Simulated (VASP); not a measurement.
# TaAs (I4_1md) in VASP: a series of runs

The runs below take TaAs through single point, with PBEsol+U, PBEsol.

All numbers are computed with VASP 6.6.1; they aren't measurements. Logs are shortened: lines on timing, memory, paths and dates and some standing lists are left out, and cuts for length are marked.

## (1) The cell of the first run

Symmetry: I4_1md, No. 109, tetragonal system. Conventional cell: a = 3.444 Å, b = 3.444 Å, c = 11.736 Å, α = 90.00°, β = 90.00°, γ = 90.00°. Ta (site symmetry 2mm) has 6 As at 2.61 to 2.62 Å and 8 Ta at 3.40 to 3.44 Å within 3.5 Å. Within 3.5 Å of As (site symmetry 2mm) lie 6 Ta at 2.61 to 2.62 Å and 8 As at 3.40 to 3.44 Å.

## (2) Single point, PBEsol+U

Input file INCAR:

```
SYSTEM = TaAs
PREC = Accurate ; ENCUT = 510
EDIFF = 1E-6 ; ISMEAR = -1
SIGMA = 0.05 ; LREAL = .False.
LASPH = .True. ; NELM = 200
ALGO = Normal ; ISIF = 2
LWAVE = .False. ; LCHARG = .False.
LMAXMIX = 4 ; LDAU = .True.
LDAUTYPE = 2 ; LDAUL = 2 -1
LDAUU = 4 0 ; LDAUJ = 0 0
LDAUPRINT = 1 ; GGA = PS
NBANDS = 36 ; GGA_COMPAT = .False.
```

Input file KPOINTS:

```
Automatic mesh
0
Gamma
  11 11 11
  0 0 0
```

Input file POSCAR:

```
TaAs
1.0
   -1.7218133622      1.7218133622      5.8679415361
    1.7218133622     -1.7218133622      5.8679415361
    1.7218133622      1.7218133622     -5.8679415361
Ta As
2 2
Direct
    0.4999673000      0.4999673000      0.0000000000
    0.2499673000      0.7499673000      0.5000000000
    0.0826321200      0.0826321200      0.0000000000
    0.8326321200      0.3326321200      0.5000000000
```

Potentials or basis: VASP PAW PBE potentials, release 64 (Ta_sv_GW, As_d).

On the command line:

```console
$ cat potpaw_PBE.64/Ta_sv_GW/POTCAR potpaw_PBE.64/As_d/POTCAR > POTCAR
$ mpirun -np 1 vasp_std > vasp.out
```

OUTCAR:

```text
SYSTEM = TaAs
   PREC = Accurate
   ENCUT = 510
   EDIFF = 1E-6
   ISMEAR = -1
   LREAL = .False.
   LASPH = .True.
   NELM = 200
   ISIF = 2
   GGA = PS

 ion  position               nearest neighbor table
   1  0.500  0.500  0.000-   4 2.61   4 2.61   3 2.62   3 2.62   3 2.62   3 2.62
   2  0.250  0.750  0.500-   3 2.61   3 2.61   4 2.62   4 2.62   4 2.62   4 2.62
   3  0.083  0.083  0.000-   2 2.61   2 2.61   1 2.62   1 2.62   1 2.62   1 2.62
   4  0.833  0.333  0.500-   1 2.61   1 2.61   2 2.62   2 2.62   2 2.62   2 2.62

  LATTYP: Found a body centered tetragonal cell.
 ALAT       =     3.4436267244
 C/A-ratio  =     3.4080009279

  Lattice vectors:

 A1 = (  -1.7218133622,   1.7218133622,   5.8679415361)
 A2 = (   1.7218133622,  -1.7218133622,   5.8679415361)
 A3 = (   1.7218133622,   1.7218133622,  -5.8679415361)

Analysis of symmetry for initial positions (statically):
=====================================================================
 Subroutine PRICEL returns:
 Original cell was already a primitive cell.

 Routine SETGRP: Setting up the symmetry group for a
 body centered tetragonal supercell.

 Subroutine GETGRP returns: Found  8 space group operations
 (whereof  4 operations were pure point group operations)
 out of a pool of 16 trial point group operations.

The static configuration has the point symmetry C_2v.
 The point group associated with its full space group is C_4v.

Analysis of symmetry for dynamics (positions and initial velocities):
=====================================================================
 Subroutine PRICEL returns:
 Original cell was already a primitive cell.

 Routine SETGRP: Setting up the symmetry group for a
 body centered tetragonal supercell.

 Subroutine GETGRP returns: Found  8 space group operations
 (whereof  4 operations were pure point group operations)
 out of a pool of 16 trial point group operations.

The dynamic configuration has the point symmetry C_2v.
 The point group associated with its full space group is C_4v.

 Subroutine INISYM returns: Found  8 space group operations
 (whereof  4 operations are pure point group operations),
 and found     1 'primitive' translations

----------------------------------------------------------------------------------------

                                     Primitive cell

  volume of cell :      69.5854

  direct lattice vectors                    reciprocal lattice vectors
    -1.721813362  1.721813362  5.867941536     0.000000000  0.290391520  0.085208756
     1.721813362 -1.721813362  5.867941536     0.290391520  0.000000000  0.085208756
     1.721813362  1.721813362 -5.867941536     0.290391520  0.290391520  0.000000000

  length of vectors
     6.353111079  6.353111079  6.353111079     0.302634709  0.302634709  0.410675626

  position of ions in fractional coordinates (direct lattice)
     0.499967300  0.499967300  0.000000000
     0.249967300  0.749967300  0.500000000
     0.082632120  0.082632120  0.000000000
     0.832632120  0.332632120  0.500000000

  ion indices of the primitive-cell ions
   primitive index   ion index
                 1           1
                 2           2
                 3           3
                 4           4

----------------------------------------------------------------------------------------

 KPOINTS: Automatic mesh

Automatic generation of k-mesh.
 Grid dimensions read from file:
 generate k-points for:   11   11   11
[... 89 lines left out ...]
 LDA+U is selected, type is set to LDAUTYPE =  2
   angular momentum for each species LDAUL =     2   -1
   U (eV)           for each species LDAUU =   4.0  0.0
   J (eV)           for each species LDAUJ =   0.0  0.0
   GGA     = PS    functional components
   LHFCALC =     F    Hartree Fock is set to
   AEXX    =    0.0000 exact exchange contribution
   IVDW    =     0    specifies the selected vdW correction
   LEPSILON=     F    determine dielectric tensor
   LRPA    =     F    only Hartree local field effects (RPA)
 non-spin polarized calculation
  energy-cutoff  :      510.00
  volume of cell :       69.59
 maximum number of plane-waves:      1836
   NGX = 23   NGY = 23   NGZ = 23

atom =   1  type =  1  l = 2

 onsite density matrix

spin component  1

  0.2293  0.0000  0.0000  0.0000  0.0000
  0.0000  0.2204  0.0000  0.0000  0.0000
  0.0000  0.0000  0.2306  0.0000  0.0017
  0.0000  0.0000  0.0000  0.2242  0.0000
  0.0000  0.0000  0.0017  0.0000  0.2032

spin component  2

  0.2293  0.0000  0.0000  0.0000  0.0000
  0.0000  0.2204  0.0000  0.0000  0.0000
  0.0000  0.0000  0.2306  0.0000  0.0017
  0.0000  0.0000  0.0000  0.2242  0.0000
  0.0000  0.0000  0.0017  0.0000  0.2032

 occupancies and eigenvectors

  o =  0.2031  v =  0.0000  0.0000 -0.0608  0.0000  0.9982  0.0000  0.0000  0.0000  0.0000  0.0000      0.0000  0.0000  0.0000  0.0000  0.0000  0.0000  0.0000  0.0000  0.0000  0.0000
  o =  0.2031  v =  0.0000  0.0000  0.0000  0.0000  0.0000  0.0000  0.0000 -0.0608  0.0000  0.9982      0.0000  0.0000  0.0000  0.0000  0.0000  0.0000  0.0000  0.0000  0.0000  0.0000
  o =  0.2204  v =  0.0000  0.0000  0.0000  0.0000  0.0000  0.0000  1.0000  0.0000  0.0000  0.0000      0.0000  0.0000  0.0000  0.0000  0.0000  0.0000  0.0000  0.0000  0.0000  0.0000
  o =  0.2204  v =  0.0000  1.0000  0.0000  0.0000  0.0000  0.0000  0.0000  0.0000  0.0000  0.0000      0.0000  0.0000  0.0000  0.0000  0.0000  0.0000  0.0000  0.0000  0.0000  0.0000
  o =  0.2242  v =  0.0000  0.0000 -0.0000 -1.0000  0.0000  0.0000  0.0000  0.0000  0.0000  0.0000      0.0000  0.0000  0.0000  0.0000  0.0000  0.0000  0.0000  0.0000  0.0000  0.0000
  o =  0.2242  v =  0.0000  0.0000  0.0000  0.0000  0.0000  0.0000  0.0000 -0.0000 -1.0000  0.0000      0.0000  0.0000  0.0000  0.0000  0.0000  0.0000  0.0000  0.0000  0.0000  0.0000
  o =  0.2293  v =  1.0000  0.0000  0.0000  0.0000  0.0000  0.0000  0.0000  0.0000  0.0000  0.0000      0.0000  0.0000  0.0000  0.0000  0.0000  0.0000  0.0000  0.0000  0.0000  0.0000
  o =  0.2293  v =  0.0000  0.0000  0.0000  0.0000  0.0000  1.0000  0.0000  0.0000  0.0000  0.0000      0.0000  0.0000  0.0000  0.0000  0.0000  0.0000  0.0000  0.0000  0.0000  0.0000
  o =  0.2307  v =  0.0000  0.0000 -0.9982  0.0000 -0.0608  0.0000  0.0000  0.0000  0.0000  0.0000      0.0000  0.0000  0.0000  0.0000  0.0000  0.0000  0.0000  0.0000  0.0000  0.0000
  o =  0.2307  v =  0.0000  0.0000  0.0000  0.0000  0.0000  0.0000  0.0000 -0.9982  0.0000 -0.0608      0.0000  0.0000  0.0000  0.0000  0.0000  0.0000  0.0000  0.0000  0.0000  0.0000

atom =   2  type =  1  l = 2

 onsite density matrix

spin component  1

  0.2293  0.0000  0.0000  0.0000  0.0000
  0.0000  0.2242  0.0000  0.0000  0.0000
  0.0000  0.0000  0.2306  0.0000 -0.0017
  0.0000  0.0000  0.0000  0.2204  0.0000
  0.0000  0.0000 -0.0017  0.0000  0.2032

spin component  2

  0.2293  0.0000  0.0000  0.0000  0.0000
  0.0000  0.2242  0.0000  0.0000  0.0000
  0.0000  0.0000  0.2306  0.0000 -0.0017
  0.0000  0.0000  0.0000  0.2204  0.0000
  0.0000  0.0000 -0.0017  0.0000  0.2032

 occupancies and eigenvectors

  o =  0.2031  v =  0.0000  0.0000 -0.0608  0.0000 -0.9982  0.0000  0.0000  0.0000  0.0000  0.0000      0.0000  0.0000  0.0000  0.0000  0.0000  0.0000  0.0000  0.0000  0.0000  0.0000
  o =  0.2031  v =  0.0000  0.0000  0.0000  0.0000  0.0000  0.0000  0.0000 -0.0608  0.0000 -0.9982      0.0000  0.0000  0.0000  0.0000  0.0000  0.0000  0.0000  0.0000  0.0000  0.0000
  o =  0.2204  v =  0.0000  0.0000  0.0000  1.0000  0.0000  0.0000  0.0000  0.0000  0.0000  0.0000      0.0000  0.0000  0.0000  0.0000  0.0000  0.0000  0.0000  0.0000  0.0000  0.0000
  o =  0.2204  v =  0.0000  0.0000  0.0000  0.0000  0.0000  0.0000  0.0000  0.0000  1.0000  0.0000      0.0000  0.0000  0.0000  0.0000  0.0000  0.0000  0.0000  0.0000  0.0000  0.0000
  o =  0.2242  v =  0.0000  0.0000  0.0000  0.0000  0.0000  0.0000  1.0000  0.0000  0.0000  0.0000      0.0000  0.0000  0.0000  0.0000  0.0000  0.0000  0.0000  0.0000  0.0000  0.0000
  o =  0.2242  v =  0.0000  1.0000  0.0000  0.0000  0.0000  0.0000  0.0000  0.0000  0.0000  0.0000      0.0000  0.0000  0.0000  0.0000  0.0000  0.0000  0.0000  0.0000  0.0000  0.0000
  o =  0.2293  v =  0.0000  0.0000  0.0000  0.0000  0.0000  1.0000  0.0000  0.0000  0.0000  0.0000      0.0000  0.0000  0.0000  0.0000  0.0000  0.0000  0.0000  0.0000  0.0000  0.0000
  o =  0.2293  v =  1.0000  0.0000  0.0000  0.0000  0.0000  0.0000  0.0000  0.0000  0.0000  0.0000      0.0000  0.0000  0.0000  0.0000  0.0000  0.0000  0.0000  0.0000  0.0000  0.0000
  o =  0.2307  v =  0.0000  0.0000 -0.9982  0.0000  0.0608  0.0000  0.0000  0.0000  0.0000  0.0000      0.0000  0.0000  0.0000  0.0000  0.0000  0.0000  0.0000  0.0000  0.0000  0.0000
  o =  0.2307  v =  0.0000  0.0000  0.0000  0.0000  0.0000  0.0000  0.0000 -0.9982  0.0000  0.0608      0.0000  0.0000  0.0000  0.0000  0.0000  0.0000  0.0000  0.0000  0.0000  0.0000

 number of electron      56.0000008 magnetization

 Free energy of the ion-electron system (eV)
  ---------------------------------------------------
  ext. energy  EPLUGINS =         0.00000000
  ---------------------------------------------------
  free energy    TOTEN  =       -35.68716250 eV

  energy without entropy =      -35.68304203  energy(sigma->0) =      -35.68510227

 E-fermi :   8.8598     XC(G=0): -12.7198

 val. band max:        8.8444611966   @ k =  -0.1818   0.3636   0.1818
 cond. band min:       8.8692330337   @ k =  -0.2727   0.2727   0.2727
 fundamental gap:      0.0247718371
 Fermi energy:         8.8597671985

 k-point     1 :       0.0000    0.0000    0.0000
  band No.  band energies     occupation
      1     -60.5436      2.00000
      2     -60.5339      2.00000
      3     -27.1271      2.00000
      4     -27.1271      2.00000
      5     -27.0914      2.00000
      6     -26.9845      2.00000
[... 925 lines left out ...]
     35      12.8789      0.00000
     36      14.1439      0.00000

 [... further k-points ...]
[... 5 lines left out ...]
  --------------------------------------------------------------------------------------
  -------------------------------------------------------------------------------------
  Total        1.2660413      1.2660413      0.7588386      0.0000000      0.0000000      0.0000000
  in kB       29.1501318     29.1501318     17.4719779      0.0000000      0.0000000      0.0000000
  external PRESSURE =      25.2574138 kB  Pullay stress =       0.0000000 kB

 VOLUME and BASIS-vectors are now :
 -----------------------------------------------------------------------------
  energy-cutoff  :      510.00
  volume of cell :       69.59
      direct lattice vectors                 reciprocal lattice vectors
    -1.721813362  1.721813362  5.867941536     0.000000000  0.290391520  0.085208756
     1.721813362 -1.721813362  5.867941536     0.290391520  0.000000000  0.085208756
     1.721813362  1.721813362 -5.867941536     0.290391520  0.290391520  0.000000000

 POSITION                                       TOTAL-FORCE (eV/Angst)
 -----------------------------------------------------------------------------------
      0.00000      0.00000      5.86756        -0.000000     -0.000000      0.021854
      1.72181      0.00000      2.93359         0.000000      0.000000      0.021854
      0.00000      0.00000      0.96976         0.000000     -0.000000     -0.021854
      0.00000      1.72181      3.90373        -0.000000      0.000000     -0.021854
 -----------------------------------------------------------------------------------
    total drift:                               -0.000001     -0.000001      0.002349

  FREE ENERGIE OF THE ION-ELECTRON SYSTEM (eV)
  ---------------------------------------------------
  free  energy   TOTEN  =       -35.6871625017 eV

  energy  without entropy=      -35.6830420332  energy(sigma->0) =      -35.68510227
```

It took 13 min on 1 thread of Intel Xeon Platinum 8259CL at 2.50GHz (Skylake/Cascade Lake), shared host; peak memory 0.52 GiB.

Results:

- Free energy: -35.6872 eV
- Pressure: 2.5 GPa
- Largest force: 0.022 eV/Å
- Band gap on the k mesh: zero (filled and empty bands touch)

Forces on the atoms (eV/Å):
```
Ta   0.000  0.000  0.022
Ta   0.000  0.000  0.022
As   0.000  0.000 -0.022
As   0.000  0.000 -0.022
```

Stress tensor (GPa, compression positive):
```
2.92 0.00 0.00
0.00 2.92 0.00
0.00 0.00 1.75
```

Levels at points of the mesh, in eV from the Fermi level:
```tsv
k point	band 26	band 27	band 28	band 29	band 30	band 31
(0.00, 0.00, 0.00)	-2.02	-1.81	-1.81	1.00	1.68	2.18
```

Eigenvalues of the final occupation matrices:
```tsv
site	spin	trace	eigenvalues
site 1 d	1	1.11	0.20 0.22 0.22 0.23 0.23
site 1 d	2	1.11	0.20 0.22 0.22 0.23 0.23
site 2 d	1	1.11	0.20 0.22 0.22 0.23 0.23
site 2 d	2	1.11	0.20 0.22 0.22 0.23 0.23
```

Caveat: the PAW data sets were made with another functional, which shifts forces and pressure a little; spin-orbit coupling is left out, which moves the levels of the heavy elements; U without spin polarisation on a metal has little footing; the U is typed as a test and isn't derived for this compound.

(Continued in part 2 of 2.)

The gap in the log of VASP goes by the Fermi energy; the results here count the filled bands.